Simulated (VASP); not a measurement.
# PbO (P4/nmm) in VASP: a series of runs

PbO is run at these levels: PBE+D3(BJ); tasks: single point, relaxation of cell and atoms.

Everything below comes from runs of VASP 6.6.1. Logs are shortened: lines on timing, memory, paths and dates and some standing lists are left out, and cuts for length are marked.

## Step 1: The cell of the first run

The structure is tetragonal, space group P4/nmm (No. 129). The conventional cell has a = 4.034 Å, b = 4.034 Å, c = 4.995 Å, α = 90.00°, β = 90.00°, γ = 90.00°. Within 3.1 Å of Pb (site symmetry 4mm) lie 4 O at 2.34 Å. Within 3.1 Å of O (site symmetry -4m2) lie 4 Pb at 2.34 Å and 4 O at 2.85 Å.

## Step 2: Single point, PBE+D3(BJ)

The input, INCAR:

```
PREC = Accurate
ENCUT = 520
EDIFF = 1E-6
ISMEAR = 0
SIGMA = 0.02
LREAL = False
LASPH = True
NELM = 60
ALGO = Normal
ISIF = 2
LWAVE = False
LCHARG = False
GGA = PE
IVDW = 12
NBANDS = 28
```

The input, KPOINTS:

```
Automatic mesh
0
Gamma
  8 8 6
```

The input, POSCAR:

```
PbO
1.0
    4.0339495120      0.0000000000      0.0000000000
    0.0000000000      4.0339495120      0.0000000000
    0.0000000000      0.0000000000      4.9949910982
Pb O
2 2
Direct
    0.0000000000      0.5000000000      0.2377044674
    0.5000000000      0.0000000000      0.7622955326
    0.0000000000      0.0000000000      0.0000000000
    0.5000000000      0.5000000000      0.0000000000
```

Potentials or basis: VASP PAW PBE potentials, release 64 (Pb_d, O).

On the command line:

```bash
$ cat potpaw_PBE.64/Pb_d/POTCAR potpaw_PBE.64/O/POTCAR > POTCAR
$ mpirun -np 1 vasp_std > vasp.out
```

OUTCAR:

```text
PREC = Accurate
   ENCUT = 520
   EDIFF = 1E-6
   ISMEAR = 0
   LREAL = False
   LASPH = True
   NELM = 60
   ISIF = 2
   GGA = PE
   IVDW = 12
 IVDW          = 12

 ion  position               nearest neighbor table
   1  0.000  0.500  0.238-   3 2.34   4 2.34   3 2.34   4 2.34   2 3.71   2 3.71   2 3.71   2 3.71
                             2 3.87   2 3.87   2 3.87   2 3.87
   2  0.500  0.000  0.762-   3 2.34   4 2.34   4 2.34   3 2.34   1 3.71   1 3.71   1 3.71   1 3.71
                             1 3.87   1 3.87   1 3.87   1 3.87
   3  0.000  0.000  0.000-   1 2.34   2 2.34   1 2.34   2 2.34
   4  0.500  0.500  0.000-   1 2.34   2 2.34   2 2.34   1 2.34

  LATTYP: Found a simple tetragonal cell.
 ALAT       =     4.0339495120
 C/A-ratio  =     1.2382383774

  Lattice vectors:

 A1 = (   4.0339495120,   0.0000000000,   0.0000000000)
 A2 = (   0.0000000000,   4.0339495120,   0.0000000000)
 A3 = (   0.0000000000,   0.0000000000,   4.9949910982)

Analysis of symmetry for initial positions (statically):
=====================================================================
 Subroutine PRICEL returns:
 Original cell was already a primitive cell.

 Routine SETGRP: Setting up the symmetry group for a
 simple tetragonal supercell.

 Subroutine GETGRP returns: Found 16 space group operations
 (whereof  8 operations were pure point group operations)
 out of a pool of 16 trial point group operations.

The static configuration has the point symmetry D_2d.
 The point group associated with its full space group is D_4h.

Analysis of symmetry for dynamics (positions and initial velocities):
=====================================================================
 Subroutine PRICEL returns:
 Original cell was already a primitive cell.

 Routine SETGRP: Setting up the symmetry group for a
 simple tetragonal supercell.

 Subroutine GETGRP returns: Found 16 space group operations
 (whereof  8 operations were pure point group operations)
 out of a pool of 16 trial point group operations.

The dynamic configuration has the point symmetry D_2d.
 The point group associated with its full space group is D_4h.

 Subroutine INISYM returns: Found 16 space group operations
 (whereof  8 operations are pure point group operations),
 and found     1 'primitive' translations

----------------------------------------------------------------------------------------

                                     Primitive cell

  volume of cell :      81.2822

  direct lattice vectors                    reciprocal lattice vectors
     4.033949512  0.000000000  0.000000000     0.247896013  0.000000000  0.000000000
     0.000000000  4.033949512  0.000000000     0.000000000  0.247896013  0.000000000
     0.000000000  0.000000000  4.994991098     0.000000000  0.000000000  0.200200557

  length of vectors
     4.033949512  4.033949512  4.994991098     0.247896013  0.247896013  0.200200557

  position of ions in fractional coordinates (direct lattice)
     0.000000000  0.500000000  0.237704467
     0.500000000  0.000000000  0.762295533
     0.000000000  0.000000000  0.000000000
     0.500000000  0.500000000  0.000000000

  ion indices of the primitive-cell ions
   primitive index   ion index
                 1           1
                 2           2
                 3           3
                 4           4

----------------------------------------------------------------------------------------

 KPOINTS: Automatic mesh

Automatic generation of k-mesh.
 Grid dimensions read from file:
 generate k-points for:    8    8    6

 Generating k-lattice:

  Cartesian coordinates                     Fractional coordinates (reciprocal lattice)
     0.030987002  0.000000000  0.000000000     0.125000000  0.000000000  0.000000000
     0.000000000  0.030987002  0.000000000     0.000000000  0.125000000  0.000000000
     0.000000000  0.000000000  0.033366759     0.000000000  0.000000000  0.166666667

  Length of vectors
     0.030987002  0.030987002  0.033366759

  Shift w.r.t. Gamma in fractional coordinates (k-lattice)
     0.000000000  0.000000000  0.000000000

 Subroutine IBZKPT returns following result:
 ===========================================

 Found     60 irreducible k-points:

 Following reciprocal coordinates:
            Coordinates               Weight
  0.000000  0.000000  0.000000      1.000000
  0.125000  0.000000  0.000000      4.000000
  0.250000  0.000000  0.000000      4.000000
  0.375000  0.000000  0.000000      4.000000
  0.500000  0.000000  0.000000      2.000000
  0.125000  0.125000  0.000000      4.000000
[... 16 lines left out ...]
  0.375000  0.125000  0.166667     16.000000
  0.500000  0.125000  0.166667      8.000000
 [... further k-points ...]
   k-points           NKPTS =     60   k-points in BZ     NKDIM =     60   number of bands    NBANDS=     28
   number of dos      NEDOS =    301   number of ions     NIONS =      4
   total plane-waves  NPLWV =  36000
   dimension x,y,z NGX =    30 NGY =   30 NGZ =   40
   dimension x,y,z NGXF=    60 NGYF=   60 NGZF=   80
   ions per type =               2   2
   NGX,Y,Z   is equivalent  to a cutoff of  12.36, 12.36, 13.31 a.u.
   NGXF,Y,Z  is equivalent  to a cutoff of  24.73, 24.73, 26.63 a.u.
 SYSTEM =  unknown system
   PREC   = accura    normal or accurate (medium, high low for compatibility)
   ISTART =      0    job   : 0-new  1-cont  2-samecut
   ICHARG =      2    charge: 1-file 2-atom 10-const
   ISPIN  =      1    spin polarized calculation?
   LNONCOLLINEAR =      F non collinear calculations
   LSORBIT =      F    spin-orbit coupling
   LASPH  =      T    aspherical Exc in radial PAW
   ENCUT  =  520.0 eV  38.22 Ry    6.18 a.u.   7.50  7.50  9.29*2*pi/ulx,y,z
   NELM   =     60;   NELMIN=  2; NELMDL= -5     # of ELM steps
   EDIFF  = 0.1E-05   stopping-criterion for ELM
   LREAL  =      F    real-space projection
   EDIFFG = 0.1E-04   stopping-criterion for IOM
   NSW    =      0    number of steps for IOM
   IBRION =     -1    ionic relax: 0-MD 1-quasi-New 2-CG
   NFREE  =      0    steps in history (QN), initial steepest desc. (CG)
   ISIF   =      2    stress and relaxation
   ISYM   =      2    0-nonsym 1-usesym 2-fastsym
   POTIM  = 0.5000    time-step for ionic-motion
   TEBEG  =    0.0;   TEEND  =   0.0 temperature during run
   PSTRESS=    0.0 pullay stress
   NELECT =      40.0000    total number of electrons
   NUPDOWN=      -1.0000    fix difference up-down
   EMIN   =  10.00;   EMAX   =-10.00  energy-range for DOS
   EFERMI =   0.00;   METHOD = LEGACY
   ISMEAR =     0;   SIGMA  =   0.02  broadening in eV -4-tet -1-fermi 0-gaus
   EFERMI_NEDOS =   21; number of points for ismear=-14 and -15
   IALGO  =     38    algorithm
   IMIX   =      4    mixing-type and parameters
     AMIX     =   0.40;   BMIX     =  1.00
     AMIX_MAG =   1.60;   BMIX_MAG =  1.00
  volume/ion in A,a.u.               =      20.32       137.13
  Fermi-wavevector in a.u.,A,eV,Ry     =   1.292497  2.442466 22.729200  1.670549
  Thomas-Fermi vector in A             =   2.424201
   LORBIT       =      0    0 simple, 1 ext, 2 COOP (PROOUT), +10 PAW based schemes
   GGA     = PE    functional components
   LHFCALC =     F    Hartree Fock is set to
   AEXX    =    0.0000 exact exchange contribution
   IVDW    =    12    specifies the selected vdW correction
   LEPSILON=     F    determine dielectric tensor
   LRPA    =     F    only Hartree local field effects (RPA)
 non-spin polarized calculation
 Gauss-broadening in eV      SIGMA  =   0.02
  energy-cutoff  :      520.00
  volume of cell :       81.28
 maximum number of plane-waves:      2222
   NGX = 15   NGY = 15   NGZ = 19

 number of electron      40.0000001 magnetization

 Free energy of the ion-electron system (eV)
  ---------------------------------------------------
  ext. energy  EPLUGINS =         0.00000000
  ---------------------------------------------------
  free energy    TOTEN  =       -21.46424878 eV

  energy without entropy =      -21.46424878  energy(sigma->0) =      -21.46424878

 E-fermi :   4.9818     XC(G=0):  -9.7281

 val. band max:        4.8205800479   @ k =   0.1250   0.0000   0.0000
 cond. band min:       6.0934211214   @ k =   0.5000   0.5000   0.0000
 fundamental gap:      1.2728410735
 Fermi energy:         4.9817599465

 k-point     1 :       0.0000    0.0000    0.0000
  band No.  band energies     occupation
      1     -13.2536      2.00000
      2     -12.8148      2.00000
      3     -11.1156      2.00000
      4     -11.1156      2.00000
      5     -11.0645      2.00000
      6     -11.0274      2.00000
[... 20 lines left out ...]
     27      12.3637      0.00000
     28      12.9179      0.00000

 k-point     2 :       0.1250    0.0000    0.0000
  band No.  band energies     occupation
      1     -13.2239      2.00000
      2     -12.8224      2.00000
      3     -11.1085      2.00000
      4     -11.1067      2.00000
      5     -11.0546      2.00000
      6     -11.0198      2.00000
[... 20 lines left out ...]
     27      12.5602      0.00000
     28      13.8436      0.00000

 k-point     3 :       0.2500    0.0000    0.0000
  band No.  band energies     occupation
      1     -13.1478      2.00000
      2     -12.8479      2.00000
      3     -11.0889      2.00000
      4     -11.0821      2.00000
      5     -11.0254      2.00000
      6     -11.0001      2.00000
[... 20 lines left out ...]
     27      12.8104      0.00000
     28      15.5696      0.00000

 k-point     4 :       0.3750    0.0000    0.0000
  band No.  band energies     occupation
      1     -13.0536      2.00000
      2     -12.8958      2.00000
      3     -11.0608      2.00000
      4     -11.0502      2.00000
      5     -11.0048      2.00000
      6     -10.9989      2.00000
[... 578 lines left out ...]
     27      13.6834      0.00000
     28      15.1678      0.00000

 k-point    23 :       0.3750    0.1250    0.1667
  band No.  band energies     occupation
      1     -13.0423      2.00000
      2     -12.8976      2.00000
      3     -11.0671      2.00000
      4     -11.0383      2.00000
      5     -11.0111      2.00000
      6     -10.9887      2.00000
[... 20 lines left out ...]
     27      13.9611      0.00000
     28      14.5634      0.00000

 k-point    24 :       0.5000    0.1250    0.1667
  band No.  band energies     occupation
      1     -12.9629      2.00000
      2     -12.9629      2.00000
      3     -11.0450      2.00000
      4     -11.0450      2.00000
      5     -11.0044      2.00000
      6     -11.0044      2.00000
[... 20 lines left out ...]
     27      14.2385      0.00000
     28      14.2385      0.00000

 [... further k-points ...]

------------------------ aborting loop because EDIFF is reached ----------------------------------------

 Edisp (eV)   -0.93391

 E8    (eV) :    -0.4282

  FORCE on cell =-STRESS in cart. coord.  units (eV):
  Direction    XX          YY          ZZ          XY          YZ          ZX
  --------------------------------------------------------------------------------------
  -------------------------------------------------------------------------------------
  Total       0.04978     0.04978     0.03040     0.00000    -0.00000     0.00000
  in kB       0.98121     0.98121     0.59914     0.00000    -0.00000     0.00000
  external pressure =        0.85 kB  Pullay stress =        0.00 kB

 VOLUME and BASIS-vectors are now :
 -----------------------------------------------------------------------------
  energy-cutoff  :      520.00
  volume of cell :       81.28
      direct lattice vectors                 reciprocal lattice vectors
     4.033949512  0.000000000  0.000000000     0.247896013  0.000000000  0.000000000
     0.000000000  4.033949512  0.000000000     0.000000000  0.247896013  0.000000000
     0.000000000  0.000000000  4.994991098     0.000000000  0.000000000  0.200200557

 POSITION                                       TOTAL-FORCE (eV/Angst)
 -----------------------------------------------------------------------------------
      0.00000      2.01697      1.18733        -0.000000      0.000000      0.038831
      2.01697      0.00000      3.80766         0.000000      0.000000     -0.038831
      0.00000      0.00000      0.00000        -0.000000      0.000000      0.000000
      2.01697      2.01697      0.00000        -0.000000     -0.000000      0.000000
 -----------------------------------------------------------------------------------
    total drift:                                0.000000      0.000000      0.000000

  FREE ENERGIE OF THE ION-ELECTRON SYSTEM (eV)
  ---------------------------------------------------
  free  energy   TOTEN  =       -22.3981621944 eV

  energy  without entropy=      -22.3981621944  energy(sigma->0) =      -22.39816219
```

It took 1.8 min on 1 thread of Intel Xeon Platinum 8488C (Sapphire Rapids), shared host; peak memory 0.26 GiB.

What came out:

```
Free energy                : -22.3982 eV
Pressure                   : 0.1 GPa
Largest force              : 0.039 eV/Å
Band gap on the k mesh     : 1.27 eV (least direct gap 2.19 eV)
Dispersion energy per atom : -0.233 eV
```

Forces in eV/Å, atoms in the order of the input:
```
Pb   0.000  0.000  0.039
Pb   0.000  0.000 -0.039
O    0.000  0.000  0.000
O    0.000  0.000  0.000
```

Caveat: spin-orbit coupling is left out, which moves the levels of the heavy elements. A k mesh can miss the band edges.

## Step 3: Relaxation of cell and atoms, PBE+D3(BJ)

This run uses another cell than the first one, of 19.83 Å³/atom.

The input, INCAR:

```
SYSTEM = PbO
PREC = Accurate
ENCUT = 600
EDIFF = 1E-6
ISMEAR = 0
SIGMA = 0.02
LREAL = .False.
LASPH = .True.
NELM = 100
ALGO = Normal
ISIF = 3
LWAVE = .False.
LCHARG = .False.
GGA = PE
IVDW = 12
IBRION = 2
NSW = 100
EDIFFG = -0.005
```

The input, KPOINTS:

```
regular mesh
0
Gamma
  8 8 6
  0 0 0
```

The input, POSCAR:

```
PbO
1.0
    3.9744000000      0.0000000000      0.0000000000
    0.0000000000      3.9744000000      0.0000000000
    0.0000000000      0.0000000000      5.0220000000
Pb O
2 2
Direct
    0.0000000000      0.5000000000      0.2351000000
    0.5000000000      0.0000000000      0.7649000000
    0.0000000000      0.0000000000      0.0000000000
    0.5000000000      0.5000000000      0.0000000000
```

Potentials or basis: VASP PAW PBE potentials, release 64 (Pb_d, O).

On the command line:

```bash
$ cat potpaw_PBE.64/Pb_d/POTCAR potpaw_PBE.64/O/POTCAR > POTCAR
$ mpirun -np 1 vasp_std > vasp.out
```

It took 11 min on 1 thread of Intel Xeon Platinum 8488C (Sapphire Rapids), shared host; peak memory 0.3 GiB.

It converged, with:

- Free energy: -22.4008 eV
- Relaxed volume: 20.21 Å³/atom
- Relaxed cell: a = 4.035 Å, b = 4.035 Å, c = 4.966 Å, α = 90.00°, β = 90.00°, γ = 90.00°
- Space group after relaxing (to 0.1 Å): P4/nmm (No. 129)
- Energy gained by relaxing: 7.1 meV/atom
- Ionic steps: 13
- Pressure after relaxing: 0.0 GPa
- Largest force after relaxing: 0.004 eV/Å
- Band gap on the k mesh: 1.25 eV (least direct gap 2.15 eV)
- Dispersion energy per atom: -0.235 eV

Forces in eV/Å, atoms in the order of the input:
```
Pb   0.000  0.000  0.004
Pb   0.000  0.000 -0.004
O    0.000  0.000  0.000
O    0.000  0.000  0.000
```

Step by step:
| step | energy change (eV) | largest force (eV/Å) | pressure (GPa) | volume (Å³) |
| --- | --- | --- | --- | --- |
| 1 | 0.0000 | 0.5071 | 2.98 | 79.33 |
| 2 | -0.0027 | 0.5425 | -2.46 | 83.63 |
| 3 | -0.0261 | 0.0515 | 0.03 | 81.49 |
| 4 | -0.0261 | 0.0426 | 0.06 | 81.44 |
| 5 | -0.0270 | 0.0117 | 0.05 | 81.53 |
| 6 | -0.0277 | 0.0396 | -0.01 | 81.70 |
| 7 | -0.0279 | 0.0110 | -0.14 | 81.70 |
| 8 | -0.0279 | 0.0058 | -0.21 | 81.70 |
| 9 | -0.0280 | 0.0050 | -0.19 | 81.65 |
| 10 | -0.0281 | 0.0034 | -0.17 | 81.49 |
| 11 | -0.0284 | 0.0001 | -0.07 | 81.18 |
| 12 | -0.0285 | 0.0061 | 0.12 | 80.54 |
| 13 | -0.0285 | 0.0042 | 0.02 | 80.84 |

Final structure:
```
CELL_PARAMETERS angstrom
4.03479 0.00000 0.00000
0.00000 4.03479 0.00000
0.00000 0.00000 4.96604
ATOMIC_POSITIONS crystal
Pb 0.00000 0.50000 0.23926
Pb 0.50000 0.00000 0.76074
O 0.00000 0.00000 0.00000
O 0.50000 0.50000 0.00000
```

Levels at points of the mesh, in eV from the valence-band top:
```tsv
k point	band 18	band 19	band 20	band 21	band 22	band 23
(0.00, 0.00, 0.00)	-1.52	-1.52	-0.02	2.41	5.55	5.55
(0.50, 0.00, 0.00)	-2.82	-1.50	-1.50	3.44	3.44	6.59
(0.50, 0.50, 0.00)	-1.53	-0.91	-0.91	1.25	1.25	5.36
(0.00, 0.00, 0.50)	-1.54	-1.54	-0.73	1.95	3.96	3.96
(0.50, 0.00, 0.50)	-2.78	-0.86	-0.86	3.15	3.15	6.20
(0.50, 0.50, 0.50)	-2.16	-0.91	-0.91	3.53	3.53	4.85
```

Caveat: spin-orbit coupling is left out, which moves the levels of the heavy elements. A k mesh can miss the band edges.
